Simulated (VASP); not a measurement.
# Cu (Fm-3m) in VASP: further runs

Cu is run at these levels: PBEsol; tasks: single point.

Everything below comes from runs of VASP 6.6.1. Logs are shortened: lines on timing, memory, paths and dates and some standing lists are left out, and cuts for length are marked.

**1. The cell of the first run**

Symmetry: Fm-3m, No. 225, cubic system. Conventional cell: a = 3.564 Å, b = 3.564 Å, c = 3.564 Å, α = 90.00°, β = 90.00°, γ = 90.00°. Cu (site symmetry m-3m) has 12 Cu at 2.52 Å within 3.3 Å.

**2. Single point, PBEsol**

INCAR reads:

```
SYSTEM = Cu
  PREC = Accurate
  ENCUT = 520
  EDIFF = 1E-7
  ISMEAR = -1
  SIGMA = 0.08
  LREAL = .False.
  LASPH = .True.
  NELM = 60
  ALGO = Normal
  ISIF = 2
  LWAVE = .False.
  LCHARG = .False.
  GGA = PS
  NBANDS = 12
```

KPOINTS reads:

```
regular mesh
0
Gamma
  20 20 20
  0 0 0
```

POSCAR reads:

```
Cu
1.0
    0.0000000000      1.7819074507      1.7819074507
    1.7819074507      0.0000000000      1.7819074507
    1.7819074507      1.7819074507      0.0000000000
Cu
1
Direct
    0.0000000000      0.0000000000      0.0000000000
```

Potentials or basis: VASP PAW PBE potentials, release 64 (Cu).

On the command line:

```sh
$ cat potpaw_PBE.64/Cu/POTCAR > POTCAR
$ mpirun -np 1 vasp_std > vasp.out
```

OUTCAR:

```text
SYSTEM = Cu
   PREC = Accurate
   ENCUT = 520
   EDIFF = 1E-7
   ISMEAR = -1
   LREAL = .False.
   LASPH = .True.
   NELM = 60
   ISIF = 2
   GGA = PS

 ion  position               nearest neighbor table
   1  0.000  0.000  0.000-

  LATTYP: Found a face centered cubic cell.
 ALAT       =     3.5638149014

  Lattice vectors:

 A1 = (   0.0000000000,   1.7819074507,   1.7819074507)
 A2 = (   1.7819074507,   0.0000000000,   1.7819074507)
 A3 = (   1.7819074507,   1.7819074507,   0.0000000000)

Analysis of symmetry for initial positions (statically):
=====================================================================
 Subroutine PRICEL returns:
 Original cell was already a primitive cell.

 Routine SETGRP: Setting up the symmetry group for a
 face centered cubic supercell.

 Subroutine GETGRP returns: Found 48 space group operations
 (whereof 48 operations were pure point group operations)
 out of a pool of 48 trial point group operations.

The static configuration has the point symmetry O_h .

Analysis of symmetry for dynamics (positions and initial velocities):
=====================================================================
 Subroutine PRICEL returns:
 Original cell was already a primitive cell.

 Routine SETGRP: Setting up the symmetry group for a
 face centered cubic supercell.

 Subroutine GETGRP returns: Found 48 space group operations
 (whereof 48 operations were pure point group operations)
 out of a pool of 48 trial point group operations.

The dynamic configuration has the point symmetry O_h .

 Subroutine INISYM returns: Found 48 space group operations
 (whereof 48 operations are pure point group operations),
 and found     1 'primitive' translations

----------------------------------------------------------------------------------------

                                     Primitive cell

  volume of cell :      11.3158

  direct lattice vectors                    reciprocal lattice vectors
     0.000000000  1.781907451  1.781907451    -0.280598187  0.280598187  0.280598187
     1.781907451  0.000000000  1.781907451     0.280598187 -0.280598187  0.280598187
     1.781907451  1.781907451  0.000000000     0.280598187  0.280598187 -0.280598187

  length of vectors
     2.519997684  2.519997684  2.519997684     0.486010316  0.486010316  0.486010316

  position of ions in fractional coordinates (direct lattice)
     0.000000000  0.000000000  0.000000000

  ion indices of the primitive-cell ions
   primitive index   ion index
                 1           1
[... 73 lines left out ...]
   LREAL  =      F    real-space projection
   EDIFFG = 0.1E-05   stopping-criterion for IOM
   NSW    =      0    number of steps for IOM
   IBRION =     -1    ionic relax: 0-MD 1-quasi-New 2-CG
   NFREE  =      0    steps in history (QN), initial steepest desc. (CG)
   ISIF   =      2    stress and relaxation
   ISYM   =      2    0-nonsym 1-usesym 2-fastsym
   POTIM  = 0.5000    time-step for ionic-motion
   TEBEG  =    0.0;   TEEND  =   0.0 temperature during run
   PSTRESS=    0.0 pullay stress
   NELECT =      11.0000    total number of electrons
   NUPDOWN=      -1.0000    fix difference up-down
   EMIN   =  10.00;   EMAX   =-10.00  energy-range for DOS
   EFERMI =   0.00;   METHOD = LEGACY
   ISMEAR =    -1;   SIGMA  =   0.08  broadening in eV -4-tet -1-fermi 0-gaus
   EFERMI_NEDOS =   21; number of points for ismear=-14 and -15
   IALGO  =     38    algorithm
   IMIX   =      4    mixing-type and parameters
     AMIX     =   0.40;   BMIX     =  1.00
     AMIX_MAG =   1.60;   BMIX_MAG =  1.00
  volume/ion in A,a.u.               =      11.32        76.36
  Fermi-wavevector in a.u.,A,eV,Ry     =   1.621725  3.064616 35.783220  2.629992
  Thomas-Fermi vector in A             =   2.715454
   LORBIT       =      0    0 simple, 1 ext, 2 COOP (PROOUT), +10 PAW based schemes
   GGA     = PS    functional components
   LHFCALC =     F    Hartree Fock is set to
   AEXX    =    0.0000 exact exchange contribution
   IVDW    =     0    specifies the selected vdW correction
   LEPSILON=     F    determine dielectric tensor
   LRPA    =     F    only Hartree local field effects (RPA)
 non-spin polarized calculation
  energy-cutoff  :      520.00
  volume of cell :       11.32
 maximum number of plane-waves:       322
   NGX =  9   NGY =  9   NGZ =  9

 number of electron      11.0000013 magnetization

 Free energy of the ion-electron system (eV)
  ---------------------------------------------------
  ext. energy  EPLUGINS =         0.00000000
  ---------------------------------------------------
  free energy    TOTEN  =        -4.31218280 eV

  energy without entropy =       -4.30626438  energy(sigma->0) =       -4.30922359

 E-fermi :   7.9231     XC(G=0): -13.1595

 val. band max:        7.9095167859   @ k =   0.5000   0.2500   0.1000
 cond. band min:       7.9390915180   @ k =  -0.4500   0.1000   0.0000
 fundamental gap:      0.0295747322
 Fermi energy:         7.9231069589

 k-point     1 :       0.0000    0.0000    0.0000
  band No.  band energies     occupation
      1      -1.7800      2.00000
      2       4.7795      2.00000
      3       4.7795      2.00000
      4       4.7795      2.00000
      5       5.6686      2.00000
      6       5.6686      2.00000
      7      30.8653      0.00000
      8      33.8142      0.00000
      9      33.8142      0.00000
     10      33.8142      0.00000
     11      36.3324      0.00000
     12      36.3324      0.00000
[... 331 lines left out ...]
 k-point    24 :      -0.3500    0.0500    0.0000
  band No.  band energies     occupation
      1       2.1306      2.00000
      2       4.8090      2.00000
      3       4.8523      2.00000
      4       4.9578      2.00000
      5       6.0025      2.00000
      6       6.2975      2.00000
      7      15.4514      0.00000
      8      28.1891      0.00000
      9      30.5729      0.00000
     10      31.7650      0.00000
     11      33.9828      0.00000
     12      35.7964      0.00000

 [... further k-points ...]
[... 5 lines left out ...]
  --------------------------------------------------------------------------------------
  -------------------------------------------------------------------------------------
  Total        0.0488052      0.0488052      0.0488052      0.0000000      0.0000000      0.0000000
  in kB        6.9102098      6.9102098      6.9102098      0.0000000      0.0000000      0.0000000
  external PRESSURE =       6.9102098 kB  Pullay stress =       0.0000000 kB

 VOLUME and BASIS-vectors are now :
 -----------------------------------------------------------------------------
  energy-cutoff  :      520.00
  volume of cell :       11.32
      direct lattice vectors                 reciprocal lattice vectors
     0.000000000  1.781907451  1.781907451    -0.280598187  0.280598187  0.280598187
     1.781907451  0.000000000  1.781907451     0.280598187 -0.280598187  0.280598187
     1.781907451  1.781907451  0.000000000     0.280598187  0.280598187 -0.280598187

 POSITION                                       TOTAL-FORCE (eV/Angst)
 -----------------------------------------------------------------------------------
      0.00000      0.00000      0.00000         0.000000      0.000000      0.000000
 -----------------------------------------------------------------------------------
    total drift:                                0.000000     -0.000000     -0.000000

  FREE ENERGIE OF THE ION-ELECTRON SYSTEM (eV)
  ---------------------------------------------------
  free  energy   TOTEN  =        -4.3121828020 eV

  energy  without entropy=       -4.3062643843  energy(sigma->0) =       -4.30922359
```

stdout:

```text
POSCAR found type information on POSCAR Cu
 POSCAR found :  1 types and       1 ions
 scaLAPACK will be used
 -----------------------------------------------------------------------------
|                                                                             |
|                                                                             |
|     You enforced a specific xc type in the INCAR file but a different       |
|     I HOPE YOU KNOW WHAT YOU ARE DOING!                                     |
|                                                                             |
 -----------------------------------------------------------------------------

 LDA part: xc-table for (Slater+PW92), standard interpolation
 POSCAR, INCAR and KPOINTS ok, starting setup
 FFT: planning ... GRIDC
 FFT: planning ... GRID_SOFT
 FFT: planning ... GRID
 WAVECAR not read
 entering main loop
```

It took 54 s on 1 thread of Intel Xeon 8259CL, shared host; peak memory 0.15 GiB.

Results:

| Property | Result |
| --- | --- |
| Free energy | -4.3122 eV |
| Pressure | 0.7 GPa |

Levels at points of the mesh, in eV from the Fermi level:
| k point | band 4 | band 5 | band 6 | band 7 | band 8 | band 9 |
| --- | --- | --- | --- | --- | --- | --- |
| (0.00, 0.00, 0.00) | -3.14 | -2.25 | -2.25 | 22.94 | 25.89 | 25.89 |
| (0.50, 0.00, 0.00) | -1.65 | -1.65 | -1.15 | 3.98 | 21.41 | 22.70 |
| (0.50, 0.50, 0.00) | -1.50 | -1.50 | 1.44 | 7.42 | 13.38 | 13.38 |

Caveat: the PAW data sets were made with another functional, which shifts forces and pressure a little.

[end of part 1 of 2]
